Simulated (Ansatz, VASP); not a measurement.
# One calculation of BaTiO3, two programs

```xyz
5
Lattice="3.9998 0.0000 0.0000 0.0000 3.9998 0.0000 0.0000 0.0000 4.0180" Properties=species:S:1:pos:R:3 pbc="T T T"
Ba    0.0000    0.0000    0.0000
Ti    1.9999    1.9999    1.9688
O     1.9999    1.9999    0.0763
O     1.9999    0.0000    2.0773
O     0.0000    1.9999    2.0773
```

Alike in both runs: task single point; functional RPBE; k mesh 4 × 4 × 4; no spin polarisation.

|  | VASP | Ansatz |
| --- | --- | --- |
| version | VASP 6.6.1 | Ansatz 0.2.0 |
| potentials or method | VASP PAW PBE potentials, release 64 (Ba_sv, Ti_sv, O_h) | plane waves, PAW |
| plane-wave cutoff (eV) | 910 | 420 |
| occupations | gaussian, width 0.01 eV | fixed |
| valence electrons in the cell | 40 | 40 |

```csv
,VASP,Ansatz,Ansatz less VASP
rms of the force components (eV/Å),0.109,0.106,-0.0026
```

VASP's potentials were made for PBE, not for RPBE. Atom by atom the forces differ by 0.011 eV/Å (rms over components).

Spin-orbit coupling is off throughout. Noted on VASP's run: the cutoff is short for stress, so the pressure is rough.
